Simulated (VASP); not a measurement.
Input of a VASP 6.6.1 run:

INCAR

```
SYSTEM = HfC
  ALGO = Normal
  EDIFF = 1E-6
  ENCUT = 520
  GGA = PS
  ISIF = 2
  ISMEAR = 0
  LASPH = .TRUE.
  LCHARG = .FALSE.
  LREAL = .FALSE.
  LWAVE = .FALSE.
  NBANDS = 14
  NELM = 100
  PREC = Accurate
  SIGMA = 0.15
```

File KPOINTS:

```
k-points
0
G
  18 18 18
  0 0 0
```

File POSCAR:

```
HfC
1.0
    0.0000000000      2.3250000000      2.3250000000
    2.3250000000      0.0000000000      2.3250000000
    2.3250000000      2.3250000000      0.0000000000
Hf C
1 1
Direct
    0.5000000000      0.5000000000      0.5000000000
   -0.0322580645     -0.0322580645      0.0322580645
```

Potentials or basis: VASP PAW PBE potentials, release 64 (Hf_pv, C).

Command:

```console
$ cat potpaw_PBE.64/Hf_pv/POTCAR potpaw_PBE.64/C/POTCAR > POTCAR
$ mpirun -np 1 vasp_std > vasp.out
```

(1) What does it give for the band gap on the k mesh?

(2) Estimate the pressure.

(3) Predict the largest force.

## Answers

(1) zero (band 7 reaches 6.48 eV, above the bottom of band 8 at 5.33 eV).

(2) -4.9 GPa.

(3) 1.148 eV/Å.

Caveat: the cell differs from its parent crystal (all C atoms moved -0.150 Å, as atom 2 along Cartesian [0 0 1]); the PAW data sets were made with another functional, which shifts forces and pressure a little; spin-orbit coupling is left out, which moves the levels of the heavy elements.
